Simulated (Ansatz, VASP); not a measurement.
## Two plane-wave programs on TePb

```
CELL_PARAMETERS angstrom
4.05495 0.00000 0.00000
0.00000 4.05495 0.00000
0.00000 0.00000 4.05495
ATOMIC_POSITIONS crystal
Pb 0.00000 0.00000 0.00000
Te 0.50000 0.50000 0.50000
```

Alike in both runs: task single point; functional B3LYP; k mesh 4 × 4 × 4; occupations fermi-dirac, width 0.05 eV; no spin polarisation.

|  | VASP | Ansatz |
| --- | --- | --- |
| version | VASP 6.6.1 | Ansatz 0.2.0 |
| potentials or method | VASP PAW PBE potentials, release 64 (Pb_d, Te) | Ansatz PAW |
| plane-wave cutoff (eV) | 520 | 420 |
| valence electrons in the cell | 20 | 30 |

```tsv
	VASP	Ansatz	Ansatz less VASP
gap on the k mesh at the Fermi level (eV)	none	none	-
pressure (GPa)	1.0	1.0	+0.05
```

VASP's potentials were made for PBE, not for B3LYP. A gap of «none» marks a metal or a gap that the smearing closes. With one functional, cell and mesh, what is left measures potentials, basis and numerics. VASP's potentials hold 20 valence electrons a cell and Ansatz's 30, so a difference there can come from the potentials and not from the codes.

The k mesh is coarse, so the values compare programs but aren't converged. Spin-orbit coupling is off throughout.
